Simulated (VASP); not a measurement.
# Pb in VASP: further runs

The runs below take Pb through electric field gradients, density of states, with PBE.

All numbers are computed with VASP 6.6.1; they aren't measurements. Logs are shortened: lines on timing, memory, paths and dates and some standing lists are left out, and cuts for length are marked.

## (1) The cell of the first run

Symmetry: I4/mmm, No. 139, tetragonal system. Conventional cell: a = 3.467 Å, b = 3.467 Å, c = 5.014 Å, α = 90.00°, β = 90.00°, γ = 90.00°. Pb (site symmetry 4/mmm) has 12 Pb at 3.47 to 3.51 Å within 4.6 Å.

## (2) Electric field gradients, PBE (z stretched by +1.5 % at fixed volume)

The input, INCAR:

```
ALGO     = Normal         # electronic algorithm
EDIFF    = 1E-8           # SCF threshold, eV
ENCUT    = 520            # plane-wave cutoff, eV
GGA      = PE             # functional
ISIF     = 2              # what is computed and relaxed
ISMEAR   = -1             # smearing method
LASPH    = T              # aspherical terms in the spheres
LCHARG   = F              # write CHGCAR
LEFG     = T            
LREAL    = F              # projectors in reciprocal space
LWAVE    = F              # write WAVECAR
NBANDS   = 13             # bands
NELM     = 100            # most SCF steps
PREC     = Accurate       # precision mode
SIGMA    = 0.05           # smearing width, eV
```

The input, KPOINTS:

```
k-points
0
Gamma
  12 12 12
```

The input, POSCAR:

```
Pb
1.0
    0.0000000000      2.4514823183      2.5068470000
    2.4514823183      0.0000000000      2.5068470000
    2.4514823183      2.4514823183      0.0000000000
Pb
1
Direct
    0.0000000000      0.0000000000      0.0000000000
```

Potentials or basis: VASP PAW PBE potentials, release 64 (Pb_d).

The run is started by

```sh
$ cat potpaw_PBE.64/Pb_d/POTCAR > POTCAR
$ mpirun -np 1 vasp_std > vasp.out
```

OUTCAR:

```text
EDIFF = 1E-8
   ENCUT = 520
   GGA = PE
   ISIF = 2
   ISMEAR = -1
   LASPH = T
   LREAL = F
   NELM = 100
   PREC = Accurate

 ion  position               nearest neighbor table
   1  0.000  0.000  0.000-

  LATTYP: Found a body centered tetragonal cell.
 ALAT       =     3.4669195425
 C/A-ratio  =     1.4461523951

  Lattice vectors:

 A1 = (  -2.4514823183,   0.0000000000,   2.5068470000)
 A2 = (   2.4514823183,   0.0000000000,   2.5068470000)
 A3 = (   0.0000000000,   2.4514823183,  -2.5068470000)

Analysis of symmetry for initial positions (statically):
=====================================================================
 Subroutine PRICEL returns:
 Original cell was already a primitive cell.

 Routine SETGRP: Setting up the symmetry group for a
 body centered tetragonal supercell.

 Subroutine GETGRP returns: Found 16 space group operations
 (whereof 16 operations were pure point group operations)
 out of a pool of 16 trial point group operations.

The static configuration has the point symmetry D_4h.

Analysis of symmetry for dynamics (positions and initial velocities):
=====================================================================
 Subroutine PRICEL returns:
 Original cell was already a primitive cell.

 Routine SETGRP: Setting up the symmetry group for a
 body centered tetragonal supercell.

 Subroutine GETGRP returns: Found 16 space group operations
 (whereof 16 operations were pure point group operations)
 out of a pool of 16 trial point group operations.

The dynamic configuration has the point symmetry D_4h.

 Subroutine INISYM returns: Found 16 space group operations
 (whereof 16 operations are pure point group operations),
 and found     1 'primitive' translations

----------------------------------------------------------------------------------------

                                     Primitive cell

  volume of cell :      30.1311

  direct lattice vectors                    reciprocal lattice vectors
     0.000000000  2.451482318  2.506847000    -0.203958232  0.203958232  0.199453736
     2.451482318  0.000000000  2.506847000     0.203958232 -0.203958232  0.199453736
     2.451482318  2.451482318  0.000000000     0.203958232  0.203958232 -0.199453736

  length of vectors
     3.506286845  3.506286845  3.466919542     0.350684636  0.350684636  0.350684636

  position of ions in fractional coordinates (direct lattice)
     0.000000000  0.000000000  0.000000000

  ion indices of the primitive-cell ions
   primitive index   ion index
                 1           1

----------------------------------------------------------------------------------------

 KPOINTS: k-points

Automatic generation of k-mesh.
 Grid dimensions read from file:
 generate k-points for:   12   12   12

 Generating k-lattice:

  Cartesian coordinates                     Fractional coordinates (reciprocal lattice)
    -0.016996519  0.016996519  0.016621145     0.083333333 -0.000000000  0.000000000
     0.016996519 -0.016996519  0.016621145    -0.000000000  0.083333333  0.000000000
     0.016996519  0.016996519 -0.016621145     0.000000000  0.000000000  0.083333333

  Length of vectors
     0.029223720  0.029223720  0.029223720

  Shift w.r.t. Gamma in fractional coordinates (k-lattice)
     0.000000000  0.000000000  0.000000000

 Subroutine IBZKPT returns following result:
 ===========================================

 Found    163 irreducible k-points:

 Following reciprocal coordinates:
            Coordinates               Weight
  0.000000  0.000000  0.000000      1.000000
  0.083333  0.000000  0.000000      8.000000
  0.166667  0.000000  0.000000      8.000000
  0.250000  0.000000  0.000000      8.000000
  0.333333  0.000000  0.000000      8.000000
  0.416667 -0.000000  0.000000      8.000000
[... 16 lines left out ...]
  0.500000  0.166667  0.000000      8.000000
 -0.416667  0.166667  0.000000      8.000000
 [... further k-points ...]
   k-points           NKPTS =    163   k-points in BZ     NKDIM =    163   number of bands    NBANDS=     13
   number of dos      NEDOS =    301   number of ions     NIONS =      1
   total plane-waves  NPLWV =  21952
   dimension x,y,z NGX =    28 NGY =   28 NGZ =   28
   dimension x,y,z NGXF=    56 NGYF=   56 NGZF=   56
   ions per type =               1
   NGX,Y,Z   is equivalent  to a cutoff of  13.28, 13.28, 13.43 a.u.
   NGXF,Y,Z  is equivalent  to a cutoff of  26.55, 26.55, 26.85 a.u.
 SYSTEM =  unknown system
   PREC   = accura    normal or accurate (medium, high low for compatibility)
   ISTART =      0    job   : 0-new  1-cont  2-samecut
   ICHARG =      2    charge: 1-file 2-atom 10-const
   ISPIN  =      1    spin polarized calculation?
   LNONCOLLINEAR =      F non collinear calculations
   LSORBIT =      F    spin-orbit coupling
   LASPH  =      T    aspherical Exc in radial PAW
   ENCUT  =  520.0 eV  38.22 Ry    6.18 a.u.   6.52  6.52  6.45*2*pi/ulx,y,z
   NELM   =    100;   NELMIN=  2; NELMDL= -5     # of ELM steps
   EDIFF  = 0.1E-07   stopping-criterion for ELM
   LREAL  =      F    real-space projection
   EDIFFG = 0.1E-06   stopping-criterion for IOM
   NSW    =      0    number of steps for IOM
   IBRION =     -1    ionic relax: 0-MD 1-quasi-New 2-CG
   NFREE  =      0    steps in history (QN), initial steepest desc. (CG)
   ISIF   =      2    stress and relaxation
   ISYM   =      2    0-nonsym 1-usesym 2-fastsym
   POTIM  = 0.5000    time-step for ionic-motion
   TEBEG  =    0.0;   TEEND  =   0.0 temperature during run
   PSTRESS=    0.0 pullay stress
   NELECT =      14.0000    total number of electrons
   NUPDOWN=      -1.0000    fix difference up-down
   EMIN   =  10.00;   EMAX   =-10.00  energy-range for DOS
   EFERMI =   0.00;   METHOD = LEGACY
   ISMEAR =    -1;   SIGMA  =   0.05  broadening in eV -4-tet -1-fermi 0-gaus
   EFERMI_NEDOS =   21; number of points for ismear=-14 and -15
   IALGO  =     38    algorithm
   IMIX   =      4    mixing-type and parameters
     AMIX     =   0.40;   BMIX     =  1.00
     AMIX_MAG =   1.60;   BMIX_MAG =  1.00
  volume/ion in A,a.u.               =      30.13       203.33
  Fermi-wavevector in a.u.,A,eV,Ry     =   1.267980  2.396135 21.875082  1.607773
  Thomas-Fermi vector in A             =   2.401099
   LORBIT       =      0    0 simple, 1 ext, 2 COOP (PROOUT), +10 PAW based schemes
   GGA     = PE    functional components
   LHFCALC =     F    Hartree Fock is set to
   AEXX    =    0.0000 exact exchange contribution
   IVDW    =     0    specifies the selected vdW correction
   LEPSILON=     F    determine dielectric tensor
   LRPA    =     F    only Hartree local field effects (RPA)
 non-spin polarized calculation
  energy-cutoff  :      520.00
  volume of cell :       30.13
 maximum number of plane-waves:       837
 NGX is ok and might be reduce to    28
   NGX = 13   NGY = 13   NGZ = 13

 number of electron      13.9999998 magnetization

 Free energy of the ion-electron system (eV)
  ---------------------------------------------------
  ext. energy  EPLUGINS =         0.00000000
  ---------------------------------------------------
  free energy    TOTEN  =        -3.53892113 eV

  energy without entropy =       -3.53011394  energy(sigma->0) =       -3.53451753

 E-fermi :   7.4019     XC(G=0): -10.2141

 val. band max:        7.3956929826   @ k =  -0.2500   0.3333   0.1667
 cond. band min:       7.4034196005   @ k =  -0.3333   0.1667   0.3333
 fundamental gap:      0.0077266178
 Fermi energy:         7.4019362125

 k-point     1 :       0.0000    0.0000    0.0000
  band No.  band energies     occupation
      1      -9.7406      2.00000
      2      -9.7096      2.00000
      3      -9.7096      2.00000
      4      -9.5890      2.00000
      5      -9.5662      2.00000
      6      -4.4430      2.00000
      7      14.8103      0.00000
      8      14.8103      0.00000
      9      14.8508      0.00000
     10      17.1265      0.00000
     11      18.7783      0.00000
     12      19.8670      0.00000
     13      19.9028      0.00000
[... 353 lines left out ...]
 k-point    24 :      -0.4167    0.1667    0.0000
  band No.  band energies     occupation
      1      -9.7477      2.00000
      2      -9.6863      2.00000
      3      -9.6411      2.00000
      4      -9.4891      2.00000
      5      -9.4617      2.00000
      6      -0.4903      2.00000
      7       3.7513      2.00000
      8       9.4018      0.00000
      9      12.3337      0.00000
     10      15.3569      0.00000
     11      19.4246      0.00000
     12      20.2418      0.00000
     13      22.0813      0.00000

 [... further k-points ...]

------------------------ aborting loop because EDIFF is reached ----------------------------------------

  FORCE on cell =-STRESS in cart. coord.  units (eV):
  Direction    XX          YY          ZZ          XY          YZ          ZX
  --------------------------------------------------------------------------------------
  -------------------------------------------------------------------------------------
  Total        0.5047748      0.5047748      0.6151970      0.0000000      0.0000000      0.0000000
  in kB       26.8406417     26.8406417     32.7121764      0.0000000      0.0000000      0.0000000
  external PRESSURE =      28.7978199 kB  Pullay stress =       0.0000000 kB

 VOLUME and BASIS-vectors are now :
 -----------------------------------------------------------------------------
  energy-cutoff  :      520.00
  volume of cell :       30.13
      direct lattice vectors                 reciprocal lattice vectors
     0.000000000  2.451482318  2.506847000    -0.203958232  0.203958232  0.199453736
     2.451482318  0.000000000  2.506847000     0.203958232 -0.203958232  0.199453736
     2.451482318  2.451482318  0.000000000     0.203958232  0.203958232 -0.199453736

 POSITION                                       TOTAL-FORCE (eV/Angst)
 -----------------------------------------------------------------------------------
      0.00000      0.00000      0.00000         0.000000      0.000000     -0.000000
 -----------------------------------------------------------------------------------
    total drift:                               -0.000000     -0.000000     -0.000000

  FREE ENERGIE OF THE ION-ELECTRON SYSTEM (eV)
  ---------------------------------------------------
  free  energy   TOTEN  =        -3.5389211265 eV

  energy  without entropy=       -3.5301139431  energy(sigma->0) =       -3.53451753

 Electric field gradients (V/A^2)
---------------------------------------------------------------------
 ion       V_xx      V_yy      V_zz      V_xy      V_xz      V_yz
---------------------------------------------------------------------
   1       4.164     4.164    -8.329     0.001     0.001     0.001
---------------------------------------------------------------------

 Electric field gradients after diagonalization (V/A^2)
 (convention: |V_zz| > |V_xx| > |V_yy|)
----------------------------------------------------------------------
 ion       V_xx      V_yy      V_zz     asymmetry (V_yy - V_xx)/ V_zz
----------------------------------------------------------------------
   1       4.166     4.163    -8.329       0.000
----------------------------------------------------------------------

           NMR quadrupolar parameters

 Cq : quadrupolar parameter    Cq=e*Q*V_zz/h
 eta: asymmetry parameters     (V_yy - V_xx)/ V_zz
 Q  : nuclear electric quadrupole moment in mb (millibarn)
----------------------------------------------------------------------
 ion       Cq(MHz)       eta       Q (mb)
----------------------------------------------------------------------
   1      -0.020       0.000       1.000
----------------------------------------------------------------------
```

Wall time 56 s (1 thread of AMD EPYC 7R43 (Zen 3), shared host); peak memory 0.16 GiB.

Results:

| Property | Result |
| --- | --- |
| Free energy | -3.5389 eV |
| Pressure | 2.9 GPa |
| Band gap on the k mesh | zero (band 7 reaches 14.81 eV, above the bottom of band 8 at 5.70 eV) |

Electric field gradients, principal values (V/Å²):
| atom | least | middle | greatest (by size) |
| --- | --- | --- | --- |
| 1 Pb | 4.163 | 4.166 | -8.329 |

Caveat: without QUAD_EFG the Cq values of the log hold for a quadrupole moment of 1 mb, not for the nuclei; spin-orbit coupling is left out, which moves the levels of the heavy elements.

(Part 1 of 2 ends here.)
